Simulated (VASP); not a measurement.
Write the native input for VASP 6.6.1 that does the following.

```yaml
Task: electric field gradients
Functional: LDA
Potentials_or_basis: VASP PAW LDA potentials, release 64 (Li_sv, Cl)
Cutoff: 520 eV
k_mesh: 14 × 14 × 14
Occupations: fermi-dirac, width 0.05 eV
Spin: no spin polarisation
Dipole_correction: no
Further_INCAR_settings: ALGO = Normal; EDIFF = 1e-08; NBANDS = 12
```

The structure of LiCl (rocksalt type) lies in POSCAR:

```
LiCl
1.0
    0.0000000000      2.5400472488      2.5400472488
    2.5400472488      0.0000000000      2.5400472488
    2.5400472488      2.5400472488      0.0000000000
Li Cl
1 1
Direct
    0.0000000000      0.0000000000      0.0000000000
    0.5000000000      0.5000000000      0.5000000000
```

The input as run:

INCAR

```
PREC     = Accurate       # precision mode
ENCUT    = 520            # plane-wave cutoff, eV
EDIFF    = 1E-8           # SCF threshold, eV
ISMEAR   = -1             # smearing method
SIGMA    = 0.05           # smearing width, eV
LREAL    = False          # projectors in reciprocal space
LASPH    = True           # aspherical terms in the spheres
NELM     = 80             # most SCF steps
ALGO     = Normal         # electronic algorithm
ISIF     = 2              # what is computed and relaxed
LWAVE    = False          # write WAVECAR
LCHARG   = False          # write CHGCAR
LEFG     = True         
NBANDS   = 12             # bands
```

KPOINTS

```
regular mesh
0
Gamma
  14 14 14
```

Potentials or basis: VASP PAW LDA potentials, release 64 (Li_sv, Cl).

Run with:

```console
$ cat potpaw_LDA.64/Li_sv/POTCAR potpaw_LDA.64/Cl/POTCAR > POTCAR
$ mpirun -np 1 vasp_std > vasp.out
```

It gave:

```json
{"Band gap on the k mesh": "6.17 eV", "Largest electric field gradient by atom": "under 0.05 V/Å² on every atom"}
```

It took 72 s on 1 thread of Intel Xeon 8259CL, with other jobs on the host, peak memory 0.16 GiB.
